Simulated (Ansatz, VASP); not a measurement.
## One calculation of Mn, two programs

```
Mn
1.0
     2.48365    0.00000    0.00000
    -1.24182    2.15090    0.00000
     0.00000    0.00000    4.02620
Mn
2
Direct
  0.33333 0.66667 0.25000
  0.66667 0.33333 0.75000
```

Alike in both runs: task single point; functional PBE; k mesh 10 × 10 × 6; occupations fermi-dirac, width 0.05 eV; collinear spin; fixed moment 12 μB.

|  | VASP | Ansatz |
| --- | --- | --- |
| version | VASP 6.6.1 | Ansatz 0.2.0 |
| potentials or method | VASP PAW PBE potentials, release 64 (Mn_sv) | Ansatz PAW |
| plane-wave cutoff (eV) | 680 | 420 |
| valence electrons in the cell | 30 | 30 |

```tsv
	VASP	Ansatz	Ansatz less VASP
net moment per atom (μB)	6.00	6.00	0.000
size of the moment on the site where the two differ most (μB)	4.74	5.00	+0.266
```

Site moments also hang on the region over which each program counts them.
